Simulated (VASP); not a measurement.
# MoRu2 (Fm-3m) in VASP: a series of runs, part 2 of 2

VASP 6.6.1.

## 4. Single point, PBE

This run uses another cell than the first one, of 16.96 Å³/atom, 1.201 times its volume.

INCAR

```
  PREC = Accurate
  ENCUT = 520
  EDIFF = 1E-6
  ISMEAR = 0
  SIGMA = 0.1
  LREAL = F
  LASPH = T
  NELM = 100
  ALGO = Fast
  ISIF = 2
  LWAVE = F
  LCHARG = T
  GGA = PE
  LELF = T
  LVHAR = T
  NBANDS = 28
```

KPOINTS

```
Automatic mesh
0
Gamma
  14 14 14
```

POSCAR

```
MoRu2
1.0
    0.0000000000      2.9409332171      2.9409332171
    2.9409332171      0.0000000000      2.9409332171
    2.9409332171      2.9409332171      0.0000000000
Mo Ru
1 2
Direct
    0.0000000000      0.0000000000      0.0000000000
    0.7500000000      0.7500000000      0.7500000000
    0.2500000000      0.2500000000      0.2500000000
```

Potentials or basis: VASP PAW PBE potentials, release 64 (Mo_sv, Ru_pv).

On the command line:

```console
> cat potpaw_PBE.64/Mo_sv/POTCAR potpaw_PBE.64/Ru_pv/POTCAR > POTCAR
> mpirun -np 1 vasp_std > vasp.out
```

OUTCAR:

```text
PREC = Accurate
   ENCUT = 520
   EDIFF = 1E-6
   ISMEAR = 0
   LREAL = F
   LASPH = T
   NELM = 100
   ISIF = 2
   GGA = PE

 ion  position               nearest neighbor table
   1  0.000  0.000  0.000-   2 2.55   3 2.55   2 2.55   2 2.55   2 2.55   3 2.55   3 2.55   3 2.55

   2  0.750  0.750  0.750-   1 2.55   1 2.55   1 2.55   1 2.55   3 2.94   3 2.94   3 2.94   3 2.94
                             3 2.94   3 2.94
   3  0.250  0.250  0.250-   1 2.55   1 2.55   1 2.55   1 2.55   2 2.94   2 2.94   2 2.94   2 2.94
                             2 2.94   2 2.94

  LATTYP: Found a face centered cubic cell.
 ALAT       =     5.8818664342

  Lattice vectors:

 A1 = (   0.0000000000,   2.9409332171,   2.9409332171)
 A2 = (   2.9409332171,   0.0000000000,   2.9409332171)
 A3 = (   2.9409332171,   2.9409332171,   0.0000000000)

Analysis of symmetry for initial positions (statically):
=====================================================================
 Subroutine PRICEL returns:
 Original cell was already a primitive cell.

 Routine SETGRP: Setting up the symmetry group for a
 face centered cubic supercell.

 Subroutine GETGRP returns: Found 48 space group operations
 (whereof 48 operations were pure point group operations)
 out of a pool of 48 trial point group operations.

The static configuration has the point symmetry O_h .

Analysis of symmetry for dynamics (positions and initial velocities):
=====================================================================
 Subroutine PRICEL returns:
 Original cell was already a primitive cell.

 Routine SETGRP: Setting up the symmetry group for a
 face centered cubic supercell.

 Subroutine GETGRP returns: Found 48 space group operations
 (whereof 48 operations were pure point group operations)
 out of a pool of 48 trial point group operations.

The dynamic configuration has the point symmetry O_h .

 Subroutine INISYM returns: Found 48 space group operations
 (whereof 48 operations are pure point group operations),
 and found     1 'primitive' translations

----------------------------------------------------------------------------------------

                                     Primitive cell

  volume of cell :      50.8728

  direct lattice vectors                    reciprocal lattice vectors
     0.000000000  2.940933217  2.940933217    -0.170014061  0.170014061  0.170014061
     2.940933217  0.000000000  2.940933217     0.170014061 -0.170014061  0.170014061
     2.940933217  2.940933217  0.000000000     0.170014061  0.170014061 -0.170014061

  length of vectors
     4.159107642  4.159107642  4.159107642     0.294472992  0.294472992  0.294472992

  position of ions in fractional coordinates (direct lattice)
     0.000000000  0.000000000  0.000000000
     0.750000000  0.750000000  0.750000000
     0.250000000  0.250000000  0.250000000

  ion indices of the primitive-cell ions
   primitive index   ion index
                 1           1
                 2           2
                 3           3

----------------------------------------------------------------------------------------

 KPOINTS: Automatic mesh

Automatic generation of k-mesh.
 Grid dimensions read from file:
 generate k-points for:   14   14   14

 Generating k-lattice:

  Cartesian coordinates                     Fractional coordinates (reciprocal lattice)
    -0.012143862  0.012143862  0.012143862     0.071428571  0.000000000  0.000000000
     0.012143862 -0.012143862  0.012143862     0.000000000  0.071428571  0.000000000
     0.012143862  0.012143862 -0.012143862     0.000000000  0.000000000  0.071428571

  Length of vectors
     0.021033785  0.021033785  0.021033785

  Shift w.r.t. Gamma in fractional coordinates (k-lattice)
     0.000000000  0.000000000  0.000000000

 Subroutine IBZKPT returns following result:
 ===========================================

 Found    104 irreducible k-points:

 Following reciprocal coordinates:
            Coordinates               Weight
  0.000000  0.000000  0.000000      1.000000
  0.071429  0.000000  0.000000      8.000000
  0.142857  0.000000  0.000000      8.000000
  0.214286  0.000000  0.000000      8.000000
  0.285714  0.000000  0.000000      8.000000
  0.357143  0.000000  0.000000      8.000000
[... 16 lines left out ...]
  0.214286  0.142857  0.000000     24.000000
  0.285714  0.142857  0.000000     24.000000
 [... further k-points ...]
   k-points           NKPTS =    104   k-points in BZ     NKDIM =    104   number of bands    NBANDS=     28
   number of dos      NEDOS =    301   number of ions     NIONS =      3
   total plane-waves  NPLWV =  32768
   dimension x,y,z NGX =    32 NGY =   32 NGZ =   32
   dimension x,y,z NGXF=    64 NGYF=   64 NGZF=   64
   ions per type =               1   2
   NGX,Y,Z   is equivalent  to a cutoff of  12.79, 12.79, 12.79 a.u.
   NGXF,Y,Z  is equivalent  to a cutoff of  25.58, 25.58, 25.58 a.u.
 SYSTEM =  unknown system
   PREC   = accura    normal or accurate (medium, high low for compatibility)
   ISTART =      0    job   : 0-new  1-cont  2-samecut
   ICHARG =      2    charge: 1-file 2-atom 10-const
   ISPIN  =      1    spin polarized calculation?
   LNONCOLLINEAR =      F non collinear calculations
   LSORBIT =      F    spin-orbit coupling
   LASPH  =      T    aspherical Exc in radial PAW
   ENCUT  =  520.0 eV  38.22 Ry    6.18 a.u.   7.73  7.73  7.73*2*pi/ulx,y,z
   NELM   =    100;   NELMIN=  2; NELMDL= -5     # of ELM steps
   EDIFF  = 0.1E-05   stopping-criterion for ELM
   LREAL  =      F    real-space projection
   EDIFFG = 0.1E-04   stopping-criterion for IOM
   NSW    =      0    number of steps for IOM
   IBRION =     -1    ionic relax: 0-MD 1-quasi-New 2-CG
   NFREE  =      0    steps in history (QN), initial steepest desc. (CG)
   ISIF   =      2    stress and relaxation
   ISYM   =      2    0-nonsym 1-usesym 2-fastsym
   POTIM  = 0.5000    time-step for ionic-motion
   TEBEG  =    0.0;   TEEND  =   0.0 temperature during run
   PSTRESS=    0.0 pullay stress
   NELECT =      42.0000    total number of electrons
   NUPDOWN=      -1.0000    fix difference up-down
   EMIN   =  10.00;   EMAX   =-10.00  energy-range for DOS
   EFERMI =   0.00;   METHOD = LEGACY
   ISMEAR =     0;   SIGMA  =   0.10  broadening in eV -4-tet -1-fermi 0-gaus
   EFERMI_NEDOS =   21; number of points for ismear=-14 and -15
   IALGO  =     68    algorithm
   IMIX   =      4    mixing-type and parameters
     AMIX     =   0.40;   BMIX     =  1.00
     AMIX_MAG =   1.60;   BMIX_MAG =  1.00
  volume/ion in A,a.u.               =      16.96       114.44
  Fermi-wavevector in a.u.,A,eV,Ry     =   1.535782  2.902206 32.091039  2.358625
  Thomas-Fermi vector in A             =   2.642522
   LORBIT       =      0    0 simple, 1 ext, 2 COOP (PROOUT), +10 PAW based schemes
   GGA     = PE    functional components
   LHFCALC =     F    Hartree Fock is set to
   AEXX    =    0.0000 exact exchange contribution
   IVDW    =     0    specifies the selected vdW correction
   LEPSILON=     F    determine dielectric tensor
   LRPA    =     F    only Hartree local field effects (RPA)
 non-spin polarized calculation
 RMM-DIIS sequential band-by-band and
 Gauss-broadening in eV      SIGMA  =   0.10
  energy-cutoff  :      520.00
  volume of cell :       50.87
 maximum number of plane-waves:      1387
   NGX = 15   NGY = 15   NGZ = 15

 number of electron      41.9999990 magnetization

 Free energy of the ion-electron system (eV)
  ---------------------------------------------------
  ext. energy  EPLUGINS =         0.00000000
  ---------------------------------------------------
  free energy    TOTEN  =       -27.72633039 eV

  energy without entropy =      -27.70566062  energy(sigma->0) =      -27.71599551

 E-fermi :   9.6886     XC(G=0): -12.5799

 val. band max:        9.6727673771   @ k =   0.5000   0.4286   0.0714
 cond. band min:       9.6972220291   @ k =   0.4286   0.2857   0.1429
 fundamental gap:      0.0244546520
 Fermi energy:         9.6885740968

 k-point     1 :       0.0000    0.0000    0.0000
  band No.  band energies     occupation
      1     -51.3660      2.00000
      2     -32.7182      2.00000
      3     -32.7182      2.00000
      4     -32.7182      2.00000
      5     -32.5500      2.00000
      6     -32.5500      2.00000
[... 20 lines left out ...]
     27      20.1389      0.00000
[... 691 lines left out ...]
      6     -32.5451      2.00000
[... 20 lines left out ...]
     27      16.7860      0.00000
     28      18.2651      0.00000

 [... further k-points ...]

------------------------ aborting loop because EDIFF is reached ----------------------------------------

  FORCE on cell =-STRESS in cart. coord.  units (eV):
  Direction    XX          YY          ZZ          XY          YZ          ZX
  --------------------------------------------------------------------------------------
  -------------------------------------------------------------------------------------
  Total        0.0748840      0.0748840      0.0748840     -0.0000000     -0.0000000     -0.0000000
  in kB        2.3583812      2.3583812      2.3583812     -0.0000000     -0.0000000     -0.0000000
  external PRESSURE =       2.3583812 kB  Pullay stress =       0.0000000 kB

 VOLUME and BASIS-vectors are now :
 -----------------------------------------------------------------------------
  energy-cutoff  :      520.00
  volume of cell :       50.87
      direct lattice vectors                 reciprocal lattice vectors
     0.000000000  2.940933217  2.940933217    -0.170014061  0.170014061  0.170014061
     2.940933217  0.000000000  2.940933217     0.170014061 -0.170014061  0.170014061
     2.940933217  2.940933217  0.000000000     0.170014061  0.170014061 -0.170014061

 POSITION                                       TOTAL-FORCE (eV/Angst)
 -----------------------------------------------------------------------------------
      0.00000      0.00000      0.00000        -0.000000     -0.000000      0.000000
      4.41140      4.41140      4.41140         0.000000      0.000000      0.000000
      1.47047      1.47047      1.47047        -0.000000     -0.000000     -0.000000
 -----------------------------------------------------------------------------------
    total drift:                                0.000000     -0.000000      0.000000

  FREE ENERGIE OF THE ION-ELECTRON SYSTEM (eV)
  ---------------------------------------------------
  free  energy   TOTEN  =       -27.7263303934 eV

  energy  without entropy=      -27.7056606170  energy(sigma->0) =      -27.71599551
```

It took 5.4 min on 1 thread of AMD EPYC, shared host; peak memory 0.23 GiB.

What came out:

```
Free energy            : -27.7263 eV
Pressure               : 0.2 GPa
Band gap on the k mesh : zero (band 21 reaches 11.10 eV, above the bottom of band 22 at 9.29 eV)
```

Levels at points of the mesh, in eV from the Fermi level:
| k point | band 18 | band 19 | band 20 | band 21 | band 22 | band 23 | band 24 | band 25 |
| --- | --- | --- | --- | --- | --- | --- | --- | --- |
| (0.00, 0.00, 0.00) | -2.28 | -2.28 | 1.41 | 1.41 | 1.41 | 1.42 | 1.42 | 2.28 |
| (0.50, 0.00, 0.00) | -1.85 | -1.85 | -1.14 | -1.14 | -0.18 | 1.68 | 1.68 | 2.65 |
| (0.50, 0.50, 0.00) | -1.10 | -1.10 | -0.29 | 0.18 | 1.32 | 1.33 | 2.99 | 3.00 |

## 5. Relaxation of cell and atoms, PBE

This run uses another cell than the first one, of 16.91 Å³/atom, 1.198 times its volume.

INCAR

```
  ALGO = Fast
  EDIFF = 1E-6
  EDIFFG = -0.01
  ENCUT = 600
  GGA = PE
  IBRION = 2
  ISIF = 3
  ISMEAR = 0
  LASPH = True
  LCHARG = False
  LREAL = False
  LWAVE = False
  NELM = 80
  NSW = 100
  PREC = Accurate
  SIGMA = 0.1
```

KPOINTS

```
k-points
0
Gamma
  14 14 14
```

POSCAR

```
MoRu2
1.0
    0.0000000000      2.9382648299      2.9382648299
    2.9382648299      0.0000000000      2.9382648299
    2.9382648299      2.9382648299      0.0000000000
Mo Ru
1 2
Direct
    0.0000000000      0.0000000000      0.0000000000
    0.7500000000      0.7500000000      0.7500000000
    0.2500000000      0.2500000000      0.2500000000
```

On the command line:

```console
> cat potpaw_PBE.64/Mo_sv/POTCAR potpaw_PBE.64/Ru_pv/POTCAR > POTCAR
> mpirun -np 1 vasp_std > vasp.out
```

Run time: 20 min. Hardware: 1 thread of AMD EPYC, shared host; peak memory 0.29 GiB.

Results (log left out):

```yaml
Free_energy: -27.7258 eV
Relaxed_volume: 16.97 Å³/atom
Relaxed_cell: a = 4.160 Å, b = 4.160 Å, c = 4.160 Å, α = 60.00°, β = 60.00°, γ = 60.00°
Space_group_after_relaxing_to_0.05_Å: Fm-3m (No. 225)
Energy_gained_by_relaxing: 0.1 meV/atom
Ionic_steps: 3
Pressure_after_relaxing: 0.0 GPa
Band_gap_on_the_k_mesh: zero (band 21 reaches 11.09 eV, above the bottom of band 22 at 9.28 eV)
```

The path:
```csv
step,energy change (eV),largest force (eV/Å),pressure (GPa),volume (Å³)
1,0.0000,0.0000,0.81,50.73
2,0.0022,0.0000,-1.90,51.37
3,-0.0004,0.0000,-0.01,50.92
```

Final structure:
```
Mo Ru
1.0
     0.00000    2.94185    2.94185
     2.94185    0.00000    2.94185
     2.94185    2.94185    0.00000
Mo Ru
1 2
Direct
  0.00000 0.00000 0.00000
  0.75000 0.75000 0.75000
  0.25000 0.25000 0.25000
```

Levels at points of the mesh, in eV from the Fermi level:
| k point | band 17 | band 18 | band 19 | band 20 | band 21 | band 22 | band 23 | band 24 | band 25 |
| --- | --- | --- | --- | --- | --- | --- | --- | --- | --- |
| (0.00, 0.00, 0.00) | -2.28 | -2.28 | -2.28 | 1.41 | 1.41 | 1.41 | 1.42 | 1.42 | 2.28 |
| (0.50, 0.00, 0.00) | -3.00 | -1.85 | -1.85 | -1.13 | -1.13 | -0.18 | 1.68 | 1.68 | 2.64 |
| (0.50, 0.50, 0.00) | -1.94 | -1.10 | -1.10 | -0.29 | 0.18 | 1.31 | 1.33 | 2.99 | 3.27 |

## 6. Summary

| task | spin | cell | k mesh | cutoff (eV) | gap on the mesh (eV) | pressure (GPa) | relaxed volume (Å³/atom) |
| --- | --- | --- | --- | --- | --- | --- | --- |
| relaxation of cell and atoms | off | relaxed from a = 3.912 Å, angles 60.0°, 3 atoms | 6 × 6 × 6 | 600 | none | 0.1 | 16.95 |
| single point | collinear, ferromagnetic start | a = 4.155 Å, angles 60.0°, 3 atoms | 6 × 6 × 6 | 520 | none | 0.6 | - |
| single point | off | a = 4.159 Å, angles 60.0°, 3 atoms | 14 × 14 × 14 | 520 | none | 0.2 | - |
| relaxation of cell and atoms | off | relaxed from a = 4.155 Å, angles 60.0°, 3 atoms | 14 × 14 × 14 | 600 | none | 0.0 | 16.97 |

Alike in all rows: level PBE; potentials or basis VASP PAW PBE potentials, release 64 (Mo_sv, Ru_pv); smearing gaussian 0.1 eV.

Caveats: the volume moved by over 15 % at a fixed basis, so the end points are rough (some runs).

Absolute energies hang on the potentials; compare differences alone.
